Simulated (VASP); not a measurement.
# Os (R-3m) in VASP: further runs

The runs below take Os through single point, with PBEsol.

All numbers are computed with VASP 6.6.1; they aren't measurements. Logs are shortened: lines on timing, memory, paths and dates and some standing lists are left out, and cuts for length are marked.

### 1 The cell of the first run

It takes space group R-3m (No. 166, trigonal). Conventional cell: a = 3.261 Å, b = 3.261 Å, c = 4.793 Å, α = 90.00°, β = 90.00°, γ = 120.00°. Os (site symmetry -3m) has 12 Os at 2.47 to 3.26 Å within 3.3 Å.

### 2 Single point, PBEsol

Input file INCAR:

```
SYSTEM = Os
PREC = Accurate
ENCUT = 520
EDIFF = 1E-6
ISMEAR = 0
SIGMA = 0.15
LREAL = .FALSE.
LASPH = .TRUE.
NELM = 100
ALGO = Fast
ISIF = 2
LWAVE = .FALSE.
LCHARG = .TRUE.
GGA = PS
LELF = .TRUE.
LVHAR = .TRUE.
NBANDS = 10
```

Input file KPOINTS:

```
regular mesh
0
G
  24 24 24
  0 0 0
```

Input file POSCAR:

```
Os
1.0
   -0.6149473313      1.6911051611      1.6911051611
    1.6911051611     -0.6149473313      1.6911051611
    1.6911051611      1.6911051611     -0.6149473313
Os
1
Direct
    0.0000000000      0.0000000000      0.0000000000
```

Potentials or basis: VASP PAW PBE potentials, release 64 (Os).

Command:

```bash
> cat potpaw_PBE.64/Os/POTCAR > POTCAR
> mpirun -np 1 vasp_std > vasp.out
```

OUTCAR:

```text
SYSTEM = Os
   PREC = Accurate
   ENCUT = 520
   EDIFF = 1E-6
   ISMEAR = 0
   LREAL = .FALSE.
   LASPH = .TRUE.
   NELM = 100
   ISIF = 2
   GGA = PS

 ion  position               nearest neighbor table
   1  0.000  0.000  0.000-

  LATTYP: Found a trigonal (rhomboedric) cell.
 ALAT       =     2.4693791835
 COS(alpha) =     0.1279069767

  Lattice vectors:

 A1 = (  -0.6149473313,   1.6911051611,   1.6911051611)
 A2 = (   1.6911051611,  -0.6149473313,   1.6911051611)
 A3 = (   1.6911051611,   1.6911051611,  -0.6149473313)

Analysis of symmetry for initial positions (statically):
=====================================================================
 Subroutine PRICEL returns:
 Original cell was already a primitive cell.

 Routine SETGRP: Setting up the symmetry group for a
 trigonal (rhombohedral) supercell.

 Subroutine GETGRP returns: Found 12 space group operations
 (whereof 12 operations were pure point group operations)
 out of a pool of 12 trial point group operations.

The static configuration has the point symmetry D_3d.

Analysis of symmetry for dynamics (positions and initial velocities):
=====================================================================
 Subroutine PRICEL returns:
 Original cell was already a primitive cell.

 Routine SETGRP: Setting up the symmetry group for a
 trigonal (rhombohedral) supercell.

 Subroutine GETGRP returns: Found 12 space group operations
 (whereof 12 operations were pure point group operations)
 out of a pool of 12 trial point group operations.

The dynamic configuration has the point symmetry D_3d.

 Subroutine INISYM returns: Found 12 space group operations
 (whereof 12 operations are pure point group operations),
 and found     1 'primitive' translations

----------------------------------------------------------------------------------------

                                     Primitive cell

  volume of cell :      14.7160

  direct lattice vectors                    reciprocal lattice vectors
    -0.614947331  1.691105161  1.691105161    -0.168638351  0.265003122  0.265003122
     1.691105161 -0.614947331  1.691105161     0.265003122 -0.168638351  0.265003122
     1.691105161  1.691105161 -0.614947331     0.265003122  0.265003122 -0.168638351

  length of vectors
     2.469379184  2.469379184  2.469379184     0.410964966  0.410964966  0.410964966

  position of ions in fractional coordinates (direct lattice)
     0.000000000  0.000000000  0.000000000
[... 75 lines left out ...]
   NELM   =    100;   NELMIN=  2; NELMDL= -5     # of ELM steps
   EDIFF  = 0.1E-05   stopping-criterion for ELM
   LREAL  =      F    real-space projection
   EDIFFG = 0.1E-04   stopping-criterion for IOM
   NSW    =      0    number of steps for IOM
   IBRION =     -1    ionic relax: 0-MD 1-quasi-New 2-CG
   NFREE  =      0    steps in history (QN), initial steepest desc. (CG)
   ISIF   =      2    stress and relaxation
   ISYM   =      2    0-nonsym 1-usesym 2-fastsym
   POTIM  = 0.5000    time-step for ionic-motion
   TEBEG  =    0.0;   TEEND  =   0.0 temperature during run
   PSTRESS=    0.0 pullay stress
   NELECT =       8.0000    total number of electrons
   NUPDOWN=      -1.0000    fix difference up-down
   EMIN   =  10.00;   EMAX   =-10.00  energy-range for DOS
   EFERMI =   0.00;   METHOD = LEGACY
   ISMEAR =     0;   SIGMA  =   0.15  broadening in eV -4-tet -1-fermi 0-gaus
   EFERMI_NEDOS =   21; number of points for ismear=-14 and -15
   IALGO  =     68    algorithm
   IMIX   =      4    mixing-type and parameters
     AMIX     =   0.40;   BMIX     =  1.00
     AMIX_MAG =   1.60;   BMIX_MAG =  1.00
  volume/ion in A,a.u.               =      14.72        99.31
  Fermi-wavevector in a.u.,A,eV,Ry     =   1.336109  2.524880 24.288947  1.785187
  Thomas-Fermi vector in A             =   2.464761
   LORBIT       =      0    0 simple, 1 ext, 2 COOP (PROOUT), +10 PAW based schemes
   GGA     = PS    functional components
   LHFCALC =     F    Hartree Fock is set to
   AEXX    =    0.0000 exact exchange contribution
   IVDW    =     0    specifies the selected vdW correction
   LEPSILON=     F    determine dielectric tensor
   LRPA    =     F    only Hartree local field effects (RPA)
 non-spin polarized calculation
 RMM-DIIS sequential band-by-band and
 Gauss-broadening in eV      SIGMA  =   0.15
  energy-cutoff  :      520.00
  volume of cell :       14.72
 maximum number of plane-waves:       411
   NGX =  9   NGY =  9   NGZ =  9

 number of electron       7.9999998 magnetization

 Free energy of the ion-electron system (eV)
  ---------------------------------------------------
  ext. energy  EPLUGINS =         0.00000000
  ---------------------------------------------------
  free energy    TOTEN  =       -10.51803855 eV

  energy without entropy =      -10.50552507  energy(sigma->0) =      -10.51178181

 E-fermi :   8.8027     XC(G=0): -13.7224

 val. band max:        8.8027185978   @ k =  -0.3333   0.2917  -0.0000
 cond. band min:       8.8036192192   @ k =  -0.3333   0.2917   0.0833
 fundamental gap:      0.0009006213
 Fermi energy:         8.8027317509

 k-point     1 :       0.0000    0.0000    0.0000
  band No.  band energies     occupation
      1      -1.8206      2.00000
      2       2.1032      2.00000
      3       2.1032      2.00000
      4      10.9897      0.00000
      5      10.9897      0.00000
      6      11.1988      0.00000
      7      23.6003      0.00000
      8      25.9601      0.00000
      9      25.9601      0.00000
     10      32.8649      0.00000
[... 287 lines left out ...]
 k-point    24 :       0.4583    0.0417    0.0000
  band No.  band energies     occupation
      1       1.5652      2.00000
      2       2.9029      2.00000
      3       6.5273      2.00000
      4       7.9398      2.00000
      5       8.8465      0.68011
      6      11.2394      0.00000
      7      17.2658      0.00000
      8      25.1588      0.00000
      9      27.9966      0.00000
     10      31.9070      0.00000

 [... further k-points ...]
[... 5 lines left out ...]
  --------------------------------------------------------------------------------------
  -------------------------------------------------------------------------------------
  Total        3.0040839      3.0040839      3.0040839      0.3422379      0.3422379      0.3422379
  in kB      327.0648145    327.0648145    327.0648145     37.2605982     37.2605982     37.2605982
  external PRESSURE =     327.0648145 kB  Pullay stress =       0.0000000 kB

 VOLUME and BASIS-vectors are now :
 -----------------------------------------------------------------------------
  energy-cutoff  :      520.00
  volume of cell :       14.72
      direct lattice vectors                 reciprocal lattice vectors
    -0.614947331  1.691105161  1.691105161    -0.168638351  0.265003122  0.265003122
     1.691105161 -0.614947331  1.691105161     0.265003122 -0.168638351  0.265003122
     1.691105161  1.691105161 -0.614947331     0.265003122  0.265003122 -0.168638351

 POSITION                                       TOTAL-FORCE (eV/Angst)
 -----------------------------------------------------------------------------------
      0.00000      0.00000      0.00000        -0.000000      0.000000      0.000000
 -----------------------------------------------------------------------------------
    total drift:                                0.000000     -0.000000     -0.000000

  FREE ENERGIE OF THE ION-ELECTRON SYSTEM (eV)
  ---------------------------------------------------
  free  energy   TOTEN  =       -10.5180385519 eV

  energy  without entropy=      -10.5055250737  energy(sigma->0) =      -10.51178181
```

It took 45 s on 1 thread of Intel Xeon 6975P-C (Granite Rapids), shared host; peak memory 0.29 GiB.

Results:

- Free energy: -10.5180 eV
- Pressure: 32.7 GPa
- Band gap on the k mesh: zero (band 4 reaches 14.29 eV, above the bottom of band 5 at 7.19 eV)

Levels at points of the mesh, in eV from the Fermi level:
| k point | band 1 | band 2 | band 3 | band 4 | band 5 | band 6 | band 7 | band 8 | band 9 |
| --- | --- | --- | --- | --- | --- | --- | --- | --- | --- |
| (0.00, 0.00, 0.00) | -10.62 | -6.70 | -6.70 | 2.19 | 2.19 | 2.40 | 14.80 | 17.16 | 17.16 |
| (0.50, 0.00, 0.00) | -7.26 | -5.95 | -1.50 | -1.04 | -0.48 | 2.49 | 8.46 | 16.11 | 18.92 |
| (0.50, 0.50, 0.00) | -7.93 | -5.68 | -0.21 | 0.04 | 3.48 | 5.38 | 6.40 | 13.75 | 17.36 |
| (0.50, 0.50, 0.50) | -7.20 | -5.62 | -5.62 | 5.48 | 5.48 | 6.78 | 10.49 | 14.42 | 14.42 |

Caveat: the PAW data sets were made with another functional, which shifts forces and pressure a little; spin-orbit coupling is left out, which moves the levels of the heavy elements.

### 3 Single point, PBEsol

This run uses another cell than the first one, of the same volume but with other edges.

Input file INCAR:

```
SYSTEM = Os
ALGO = Fast
EDIFF = 1E-6
ENCUT = 520
GGA = PS
ISIF = 2
ISMEAR = 0
LASPH = .True.
LCHARG = .True.
LELF = .True.
LREAL = .False.
LVHAR = .True.
LWAVE = .False.
NBANDS = 10
NELM = 100
PREC = Accurate
SIGMA = 0.15
```

Input file KPOINTS:

```
k-points
0
Gamma
  24 24 24
  0 0 0
```

Input file POSCAR:

```
Os
1.0
   -0.2053272688      1.8479454196      1.8479454196
    1.8479454196     -0.2053272688      1.8479454196
    1.8479454196      1.8479454196     -0.2053272688
Os
1
Direct
    0.0000000000      0.0000000000      0.0000000000
```

Potentials or basis: VASP PAW PBE potentials, release 64 (Os).

Command:

```bash
> cat potpaw_PBE.64/Os/POTCAR > POTCAR
> mpirun -np 1 vasp_std > vasp.out
```

It took 61 s on 1 thread of Intel Xeon 6975P-C (Granite Rapids), shared host; peak memory 0.31 GiB.

The run converged. Its results:

| Quantity | Value |
| --- | --- |
| Free energy | -11.6306 eV |
| Pressure | -8.2 GPa |
| Band gap on the k mesh | zero (band 4 reaches 10.84 eV, above the bottom of band 5 at 6.69 eV) |

Stress tensor (GPa, compression positive):
```
-8.15 26.34 26.34
26.34 -8.15 26.34
26.34 26.34 -8.15
```

Levels at points of the mesh, in eV from the Fermi level:
```
           k point  band 1  band 2  band 3  band 4  band 5  band 6  band 7  band 8  band 9
(0.00, 0.00, 0.00)  -10.53   -4.13   -4.13   -0.99    0.34    0.34   14.05   18.35   18.35
(0.50, 0.00, 0.00)   -7.49   -4.29   -1.26   -0.82    1.00    2.21    8.04   14.45   18.47
(0.50, 0.50, 0.00)   -7.24   -6.59    1.54    2.27    2.32    3.57    9.94   11.77   14.07
(0.50, 0.50, 0.50)   -7.21   -3.70   -3.70    1.57    3.02    3.02   10.83   12.34   17.88
```

Caveat: the PAW data sets were made with another functional, which shifts forces and pressure a little; spin-orbit coupling is left out, which moves the levels of the heavy elements.

### 4 Single point, PBEsol

This run uses another cell than the first one, of the same volume but with other edges.

Input file INCAR:

```
PREC = Accurate
ENCUT = 520
EDIFF = 1E-6
ISMEAR = 0
SIGMA = 0.15
LREAL = F
LASPH = T
NELM = 100
ALGO = Fast
ISIF = 2
LWAVE = F
LCHARG = T
GGA = PS
LELF = T
LVHAR = T
NBANDS = 10
```

Input file KPOINTS:

```
regular mesh
0
Gamma
  24 24 24
```

Input file POSCAR:

```
Os
1.0
    0.2440420102      2.0743570863      2.0743570863
    2.0743570863      0.2440420102      2.0743570863
    2.0743570863      2.0743570863      0.2440420102
Os
1
Direct
    0.0000000000      0.0000000000      0.0000000000
```

Command:

```bash
> cat potpaw_PBE.64/Os/POTCAR > POTCAR
> mpirun -np 1 vasp_std > vasp.out
```

Wall time 59 s (1 thread of Intel Xeon 6975P-C (Granite Rapids), shared host); peak memory 0.32 GiB.

The run converged. Its results:

```yaml
Free_energy: -11.5254 eV
Pressure: -2.3 GPa
Band_gap_on_the_k_mesh: zero (band 4 reaches 10.87 eV, above the bottom of band 5 at 7.22 eV)
```

Stress tensor (GPa, compression positive):
```
 -2.32 -29.35 -29.35
-29.35  -2.32 -29.35
-29.35 -29.35  -2.32
```

Levels at points of the mesh, in eV from the Fermi level:
```csv
k point,band 1,band 2,band 3,band 4,band 5,band 6,band 7,band 8,band 9
"(0.00, 0.00, 0.00)",-10.55,-4.75,-2.50,-2.50,0.54,0.54,13.13,17.32,21.93
"(0.50, 0.00, 0.00)",-7.42,-4.59,-1.60,0.40,0.66,3.59,9.77,13.21,17.49
"(0.50, 0.50, 0.00)",-7.41,-6.63,1.53,2.28,2.31,3.74,9.98,11.94,14.23
"(0.50, 0.50, 0.50)",-8.06,-2.77,-2.77,-1.94,1.91,1.91,5.44,15.22,22.41
```

Caveat: the PAW data sets were made with another functional, which shifts forces and pressure a little; spin-orbit coupling is left out, which moves the levels of the heavy elements.

### 5 Single point, PBEsol

This run uses another cell than the first one, of the same volume but with other edges.

Input file INCAR:

```
SYSTEM = Os
  PREC = Accurate
  ENCUT = 520
  EDIFF = 1E-6
  ISMEAR = 0
  SIGMA = 0.15
  LREAL = .FALSE.
  LASPH = .TRUE.
  NELM = 60
  ALGO = Fast
  ISIF = 2
  LWAVE = .FALSE.
  LCHARG = .FALSE.
  GGA = PS
  NBANDS = 10
```

Input file KPOINTS:

```
Automatic mesh
0
G
  24 24 24
  0 0 0
```

Input file POSCAR:

```
Os
1.0
    0.7605190193      2.3902026321      2.3902026321
    2.3902026321      0.7605190193      2.3902026321
    2.3902026321      2.3902026321      0.7605190193
Os
1
Direct
    0.0000000000      0.0000000000      0.0000000000
```

Potentials or basis: VASP PAW PBE potentials, release 64 (Os).

Command:

```bash
> cat potpaw_PBE.64/Os/POTCAR > POTCAR
> mpirun -np 1 vasp_std > vasp.out
```

OUTCAR:

```text
SYSTEM = Os
   PREC = Accurate
   ENCUT = 520
   EDIFF = 1E-6
   ISMEAR = 0
   LREAL = .FALSE.
   LASPH = .TRUE.
   NELM = 60
   ISIF = 2
   GGA = PS

 ion  position               nearest neighbor table
   1  0.000  0.000  0.000-

  LATTYP: Found a trigonal (rhomboedric) cell.
 ALAT       =     3.4647548865
 COS(alpha) =     0.7787610619

  Lattice vectors:

 A1 = (   0.7605190193,   2.3902026321,   2.3902026321)
 A2 = (   2.3902026321,   0.7605190193,   2.3902026321)
 A3 = (   2.3902026321,   2.3902026321,   0.7605190193)

Analysis of symmetry for initial positions (statically):
=====================================================================
 Subroutine PRICEL returns:
 Original cell was already a primitive cell.

 Routine SETGRP: Setting up the symmetry group for a
 trigonal (rhombohedral) supercell.

 Subroutine GETGRP returns: Found 12 space group operations
 (whereof 12 operations were pure point group operations)
 out of a pool of 12 trial point group operations.

The static configuration has the point symmetry D_3d.

Analysis of symmetry for dynamics (positions and initial velocities):
[... 161 lines left out ...]
 val. band max:        8.7082190412   @ k =   0.4167   0.2083   0.0417
 cond. band min:       8.7130102211   @ k =  -0.4583   0.3333   0.0833
 fundamental gap:      0.0047911798
 Fermi energy:         8.7095938578

 k-point     1 :       0.0000    0.0000    0.0000
  band No.  band energies     occupation
      1      -2.2909      2.00000
      2       1.7251      2.00000
      3       5.1245      2.00000
      4       5.1245      2.00000
      5      11.5556      0.00000
      6      11.5556      0.00000
      7      15.5637      0.00000
      8      26.2106      0.00000
      9      27.8509      0.00000
     10      36.6755      0.00000
[... 287 lines left out ...]
 k-point    24 :       0.4583    0.0417    0.0000
  band No.  band energies     occupation
      1      -0.9974      2.00000
      2       2.2723      2.00000
      3       7.2906      2.00000
      4       9.0927      0.00030
      5      10.7670      0.00000
      6      14.9222      0.00000
      7      20.1455      0.00000
      8      23.1400      0.00000
      9      26.4837      0.00000
     10      32.7757      0.00000

 [... further k-points ...]
[... 5 lines left out ...]
  --------------------------------------------------------------------------------------
  -------------------------------------------------------------------------------------
  Total       11.1908061     11.1908061     11.1908061     -6.3778955     -6.3778955     -6.3778955
  in kB     1218.3810622   1218.3810622   1218.3810622   -694.3831398   -694.3831398   -694.3831398
  external PRESSURE =    1218.3810622 kB  Pullay stress =       0.0000000 kB

 VOLUME and BASIS-vectors are now :
 -----------------------------------------------------------------------------
  energy-cutoff  :      520.00
  volume of cell :       14.72
      direct lattice vectors                 reciprocal lattice vectors
     0.760519019  2.390202632  2.390202632    -0.348918923  0.264697114  0.264697114
     2.390202632  0.760519019  2.390202632     0.264697114 -0.348918923  0.264697114
     2.390202632  2.390202632  0.760519019     0.264697114  0.264697114 -0.348918923

 POSITION                                       TOTAL-FORCE (eV/Angst)
 -----------------------------------------------------------------------------------
      0.00000      0.00000      0.00000         0.000000     -0.000000      0.000000
 -----------------------------------------------------------------------------------
    total drift:                               -0.000000     -0.000000     -0.000000

  FREE ENERGIE OF THE ION-ELECTRON SYSTEM (eV)
  ---------------------------------------------------
  free  energy   TOTEN  =        -8.5342509991 eV

  energy  without entropy=       -8.5185780338  energy(sigma->0) =       -8.52641452
```

OSZICAR:

```text
N       E                     dE             d eps       ncg     rms          rms(c)
DAV:   1     0.413873326925E+02    0.41387E+02   -0.42414E+03 26838   0.740E+02
DAV:   2    -0.785432243893E+01   -0.49242E+02   -0.46625E+02 27088   0.209E+02
DAV:   3    -0.903377005302E+01   -0.11794E+01   -0.11710E+01 31574   0.302E+01
DAV:   4    -0.903695430417E+01   -0.31843E-02   -0.31839E-02 30300   0.182E+00
DAV:   5    -0.903696521390E+01   -0.10910E-04   -0.10909E-04 30686   0.906E-02    0.229E+01
RMM:   6    -0.868450306261E+01    0.35246E+00   -0.78635E-02 26419   0.217E+00    0.127E+01
RMM:   7    -0.853721824807E+01    0.14728E+00   -0.12352E-01 26991   0.268E+00    0.106E+00
RMM:   8    -0.853452383495E+01    0.26944E-02   -0.43704E-03 28731   0.762E-01    0.191E-01
RMM:   9    -0.853427161819E+01    0.25222E-03   -0.47803E-04 30764   0.180E-01    0.987E-02
RMM:  10    -0.853425840366E+01    0.13215E-04   -0.41333E-05 31520   0.584E-02    0.120E-02
RMM:  11    -0.853425115236E+01    0.72513E-05   -0.51359E-06 29710   0.282E-02    0.159E-02
RMM:  12    -0.853425099908E+01    0.15328E-06   -0.87425E-07 23498   0.770E-03
   1 F= -.85342510E+01 E0= -.85264145E+01  d E =-.156730E-01
```

Wall time 2.2 min (1 thread of Intel Xeon 6975P-C (Granite Rapids), shared host); peak memory 0.34 GiB.

Results:

- Free energy: -8.5343 eV
- Pressure: 121.8 GPa
- Band gap on the k mesh: zero (band 4 reaches 10.16 eV, above the bottom of band 5 at 7.02 eV)

Levels at points of the mesh, in eV from the Fermi level:
| k point | band 1 | band 2 | band 3 | band 4 | band 5 | band 6 | band 7 | band 8 | band 9 |
| --- | --- | --- | --- | --- | --- | --- | --- | --- | --- |
| (0.00, 0.00, 0.00) | -11.00 | -6.98 | -3.59 | -3.59 | 2.85 | 2.85 | 6.85 | 17.50 | 19.14 |
| (0.50, 0.00, 0.00) | -9.98 | -6.63 | -1.11 | 0.51 | 2.73 | 6.77 | 11.90 | 13.56 | 17.27 |
| (0.50, 0.50, 0.00) | -10.01 | -7.40 | 0.67 | 1.09 | 3.98 | 6.78 | 8.92 | 14.00 | 20.12 |
| (0.50, 0.50, 0.50) | -10.30 | -3.61 | -3.61 | -3.30 | -0.49 | 3.04 | 3.04 | 17.19 | 20.53 |

Caveat: the PAW data sets were made with another functional, which shifts forces and pressure a little; spin-orbit coupling is left out, which moves the levels of the heavy elements.

### 6 The runs side by side

```csv
cell,gap on the mesh (eV),pressure (GPa)
"a = 2.469 Å, angles 82.7°, 1 atom",none,32.7
"a = 2.621 Å, angles 67.3°, 1 atom",none,-8.2
"a = 2.944 Å, angles 52.2°, 1 atom",none,-2.3
"a = 3.465 Å, angles 38.9°, 1 atom",none,121.8
```

Alike in all rows: task single point; level PBEsol; potentials or basis VASP PAW PBE potentials, release 64 (Os); no spin polarisation; k mesh 24 × 24 × 24; cutoff (eV) 520; smearing gaussian 0.15 eV.

Caveats: the PAW data sets were made with another functional, which shifts forces and pressure a little; spin-orbit coupling is left out, which moves the levels of the heavy elements.

Total energies depend on the potentials used, so only differences within one code and one set of settings carry meaning.
